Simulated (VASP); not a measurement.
# As (Im-3m) in VASP: settings compared

Aim: see how the results for As move with the level of theory and the settings. Levels: PBEsol, LDA. Tasks: single point.

Program: VASP 6.6.1. These are calculated values, not measurements. Logs are shortened: lines on timing, memory, paths and dates and some standing lists are left out, and cuts for length are marked.

**1. The cell of the first run**

The structure is cubic, space group Im-3m (No. 229). The conventional cell has a = 3.120 Å, b = 3.120 Å, c = 3.120 Å, α = 90.00°, β = 90.00°, γ = 90.00°. Within 3.6 Å of As (site symmetry m-3m) lie 14 As at 2.70 to 3.12 Å.

This isn't the form of As at room conditions, which is rhombohedral.

**2. Single point, PBEsol**

INCAR

```
PREC = Accurate
ENCUT = 500
EDIFF = 1E-6
ISMEAR = -1
SIGMA = 0.08
LREAL = False
LASPH = True
NELM = 120
ALGO = Normal
ISIF = 2
LWAVE = False
LCHARG = False
GGA = PS
NBANDS = 8
GGA_COMPAT = False
```

KPOINTS

```
regular mesh
0
Gamma
  18 18 18
```

POSCAR

```
As
1.0
   -1.5601115730      1.5601115730      1.5601115730
    1.5601115730     -1.5601115730      1.5601115730
    1.5601115730      1.5601115730     -1.5601115730
As
1
Direct
    0.0000000000      0.0000000000      0.0000000000
```

Potentials or basis: VASP PAW PBE potentials, release 64 (As).

On the command line:

```bash
$ cat potpaw_PBE.64/As/POTCAR > POTCAR
$ mpirun -np 1 vasp_std > vasp.out
```

OUTCAR:

```text
PREC = Accurate
   ENCUT = 500
   EDIFF = 1E-6
   ISMEAR = -1
   LREAL = False
   LASPH = True
   NELM = 120
   ISIF = 2
   GGA = PS

 ion  position               nearest neighbor table
   1  0.000  0.000  0.000-

  LATTYP: Found a body centered cubic cell.
 ALAT       =     3.1202231460

  Lattice vectors:

 A1 = (  -1.5601115730,   1.5601115730,   1.5601115730)
 A2 = (   1.5601115730,  -1.5601115730,   1.5601115730)
 A3 = (   1.5601115730,   1.5601115730,  -1.5601115730)

Analysis of symmetry for initial positions (statically):
=====================================================================
 Subroutine PRICEL returns:
 Original cell was already a primitive cell.

 Routine SETGRP: Setting up the symmetry group for a
 body centered cubic supercell.

 Subroutine GETGRP returns: Found 48 space group operations
 (whereof 48 operations were pure point group operations)
 out of a pool of 48 trial point group operations.

The static configuration has the point symmetry O_h .

Analysis of symmetry for dynamics (positions and initial velocities):
=====================================================================
 Subroutine PRICEL returns:
 Original cell was already a primitive cell.

 Routine SETGRP: Setting up the symmetry group for a
 body centered cubic supercell.

 Subroutine GETGRP returns: Found 48 space group operations
 (whereof 48 operations were pure point group operations)
 out of a pool of 48 trial point group operations.

The dynamic configuration has the point symmetry O_h .

 Subroutine INISYM returns: Found 48 space group operations
 (whereof 48 operations are pure point group operations),
 and found     1 'primitive' translations

----------------------------------------------------------------------------------------

                                     Primitive cell

  volume of cell :      15.1889

  direct lattice vectors                    reciprocal lattice vectors
    -1.560111573  1.560111573  1.560111573     0.000000000  0.320489899  0.320489899
     1.560111573 -1.560111573  1.560111573     0.320489899  0.000000000  0.320489899
     1.560111573  1.560111573 -1.560111573     0.320489899  0.320489899  0.000000000

  length of vectors
     2.702192510  2.702192510  2.702192510     0.453241161  0.453241161  0.453241161
[... 71 lines left out ...]
   ISTART =      0    job   : 0-new  1-cont  2-samecut
   ICHARG =      2    charge: 1-file 2-atom 10-const
   ISPIN  =      1    spin polarized calculation?
   LNONCOLLINEAR =      F non collinear calculations
   LSORBIT =      F    spin-orbit coupling
   LASPH  =      T    aspherical Exc in radial PAW
   ENCUT  =  500.0 eV  36.75 Ry    6.06 a.u.   4.93  4.93  4.93*2*pi/ulx,y,z
   NELM   =    120;   NELMIN=  2; NELMDL= -5     # of ELM steps
   EDIFF  = 0.1E-05   stopping-criterion for ELM
   LREAL  =      F    real-space projection
   EDIFFG = 0.1E-04   stopping-criterion for IOM
   NSW    =      0    number of steps for IOM
   IBRION =     -1    ionic relax: 0-MD 1-quasi-New 2-CG
   NFREE  =      0    steps in history (QN), initial steepest desc. (CG)
   ISIF   =      2    stress and relaxation
   ISYM   =      2    0-nonsym 1-usesym 2-fastsym
   POTIM  = 0.5000    time-step for ionic-motion
   TEBEG  =    0.0;   TEEND  =   0.0 temperature during run
   PSTRESS=    0.0 pullay stress
   NELECT =       5.0000    total number of electrons
   NUPDOWN=      -1.0000    fix difference up-down
   EMIN   =  10.00;   EMAX   =-10.00  energy-range for DOS
   EFERMI =   0.00;   METHOD = LEGACY
   ISMEAR =    -1;   SIGMA  =   0.08  broadening in eV -4-tet -1-fermi 0-gaus
   EFERMI_NEDOS =   21; number of points for ismear=-14 and -15
   IALGO  =     38    algorithm
   IMIX   =      4    mixing-type and parameters
     AMIX     =   0.40;   BMIX     =  1.00
     AMIX_MAG =   1.60;   BMIX_MAG =  1.00
  volume/ion in A,a.u.               =      15.19       102.50
  Fermi-wavevector in a.u.,A,eV,Ry     =   1.130375  2.136099 17.384809  1.277747
  Thomas-Fermi vector in A             =   2.267071
   LORBIT       =      0    0 simple, 1 ext, 2 COOP (PROOUT), +10 PAW based schemes
   GGA     = PS    functional components
   LHFCALC =     F    Hartree Fock is set to
   AEXX    =    0.0000 exact exchange contribution
   IVDW    =     0    specifies the selected vdW correction
   LEPSILON=     F    determine dielectric tensor
   LRPA    =     F    only Hartree local field effects (RPA)
 non-spin polarized calculation
  energy-cutoff  :      500.00
  volume of cell :       15.19
 maximum number of plane-waves:       397
   NGX =  9   NGY =  9   NGZ =  9

 number of electron       4.9999998 magnetization

 Free energy of the ion-electron system (eV)
  ---------------------------------------------------
  ext. energy  EPLUGINS =         0.00000000
  ---------------------------------------------------
  free energy    TOTEN  =        -4.53776319 eV

  energy without entropy =       -4.52892580  energy(sigma->0) =       -4.53334450

 E-fermi :   9.1522     XC(G=0): -11.8728

 val. band max:        9.0761907076   @ k =  -0.2222   0.2778   0.0556
 cond. band min:       9.1570086894   @ k =  -0.3333   0.4444   0.0556
 fundamental gap:      0.0808179818
 Fermi energy:         9.1521766634

 k-point     1 :       0.0000    0.0000    0.0000
  band No.  band energies     occupation
      1      -8.1858      2.00000
      2      17.1847      0.00000
      3      17.1847      0.00000
      4      17.1847      0.00000
      5      23.3715      0.00000
      6      23.3715      0.00000
      7      23.3715      0.00000
      8      26.3093      0.00000
[... 243 lines left out ...]
 k-point    24 :       0.3889    0.1111    0.0000
  band No.  band energies     occupation
      1      -2.2132      2.00000
      2       2.0776      2.00000
      3       9.9672      0.00008
      4      13.4014      0.00000
      5      18.7265      0.00000
      6      21.1094      0.00000
      7      26.8427      0.00000
      8      29.8557      0.00000

 [... further k-points ...]
[... 5 lines left out ...]
  --------------------------------------------------------------------------------------
  -------------------------------------------------------------------------------------
  Total        2.4097320      2.4097320      2.4097320      0.0000000      0.0000000      0.0000000
  in kB      254.1864330    254.1864330    254.1864330      0.0000000      0.0000000      0.0000000
  external PRESSURE =     254.1864330 kB  Pullay stress =       0.0000000 kB

 VOLUME and BASIS-vectors are now :
 -----------------------------------------------------------------------------
  energy-cutoff  :      500.00
  volume of cell :       15.19
      direct lattice vectors                 reciprocal lattice vectors
    -1.560111573  1.560111573  1.560111573     0.000000000  0.320489899  0.320489899
     1.560111573 -1.560111573  1.560111573     0.320489899  0.000000000  0.320489899
     1.560111573  1.560111573 -1.560111573     0.320489899  0.320489899  0.000000000

 POSITION                                       TOTAL-FORCE (eV/Angst)
 -----------------------------------------------------------------------------------
      0.00000      0.00000      0.00000         0.000000      0.000000      0.000000
 -----------------------------------------------------------------------------------
    total drift:                                0.000000     -0.000000     -0.000000

  FREE ENERGIE OF THE ION-ELECTRON SYSTEM (eV)
  ---------------------------------------------------
  free  energy   TOTEN  =        -4.5377631902 eV

  energy  without entropy=       -4.5289258016  energy(sigma->0) =       -4.53334450
```

OSZICAR:

```text
N       E                     dE             d eps       ncg     rms          rms(c)
DAV:   1     0.183675744854E+01    0.18368E+01   -0.21847E+03  3136   0.465E+02
DAV:   2    -0.450386779807E+01   -0.63406E+01   -0.60989E+01  4424   0.505E+01
DAV:   3    -0.454692530012E+01   -0.43058E-01   -0.43019E-01  3592   0.446E+00
DAV:   4    -0.454693886498E+01   -0.13565E-04   -0.13565E-04  4752   0.933E-02
DAV:   5    -0.454693886745E+01   -0.24713E-08   -0.19452E-08  3624   0.722E-04    0.292E+00
DAV:   6    -0.454112332193E+01    0.58155E-02   -0.72163E-04  3824   0.148E-01    0.173E+00
DAV:   7    -0.453776134811E+01    0.33620E-02   -0.16262E-03  3512   0.221E-01    0.382E-02
DAV:   8    -0.453776328080E+01   -0.19327E-05   -0.15540E-05  4304   0.386E-02    0.787E-03
DAV:   9    -0.453776319018E+01    0.90621E-07   -0.14028E-07  3200   0.298E-03
   1 F= -.45377632E+01 E0= -.45333445E+01  d E =-.883739E-02
```

stdout:

```text
POSCAR found type information on POSCAR As
 POSCAR found :  1 types and       1 ions
 scaLAPACK will be used
 -----------------------------------------------------------------------------
|                                                                             |
|                                                                             |
|     You enforced a specific xc type in the INCAR file but a different       |
|     I HOPE YOU KNOW WHAT YOU ARE DOING!                                     |
|                                                                             |
 -----------------------------------------------------------------------------

 LDA part: xc-table for (Slater+PW92), standard interpolation
 POSCAR, INCAR and KPOINTS ok, starting setup
 FFT: planning ... GRIDC
 FFT: planning ... GRID_SOFT
 FFT: planning ... GRID
 WAVECAR not read
 entering main loop
```

Run time: 26 s. Hardware: 1 thread of AMD EPYC 7R13, shared host; peak memory 0.11 GiB.

Results:

```
Free energy            : -4.5378 eV
Pressure               : 25.4 GPa
Band gap on the k mesh : zero (an odd number of electrons rules out a gap without spin polarisation)
```

Caveat: the cell stands under pressure; the PAW data sets were made with another functional, which shifts forces and pressure a little.

[end of part 1 of 2]

The gap in the log of VASP goes by the Fermi energy; the results here count the filled bands.